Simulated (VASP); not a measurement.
HfN:

```
Hf N
1.0
     0.00000    2.48713    2.48713
     2.48713    0.00000    2.48713
     2.48713    2.48713    0.00000
Hf N
1 1
Direct
  0.00000 0.00000 0.00000
  0.25000 0.25000 0.25000
```

This cell differs from its parent crystal: volume scaled by 1.04.

Base run:

```yaml
Program: VASP 6.6.1
Functional: PBEsol
Potentials_or_basis: VASP PAW PBE potentials, release 64 (Hf_pv, N)
Cutoff: 520 eV
k_mesh: 9 × 9 × 9
Occupations: fermi-dirac, width 0.05 eV
Spin: no spin polarisation
```

Its results: pressure -12.5 GPa.

**Question.** After a change of settings the same cell gave: pressure -16.3 GPa. Which change was it?
A. functional from PBEsol to PBE; further incar settings from ALGO = Normal; EDIFF = 1e-06; NBANDS = 14 to ALGO = Normal; EDIFF = 1e-07; NBANDS = 14
B. functional from PBEsol to LDA; potentials or basis from VASP PAW PBE potentials, release 64 (Hf_pv, N) to VASP PAW LDA potentials, release 64 (Hf_pv, N)
C. functional from PBEsol to r2SCAN; further incar settings from ALGO = Normal; EDIFF = 1e-06; NBANDS = 14 to ALGO = Normal; EDIFF = 1e-07; NBANDS = 14
D. functional from PBEsol to r2SCAN

**Answer.** B.

Caveats: the PAW data sets were made with another functional, which shifts forces and pressure a little (some runs).
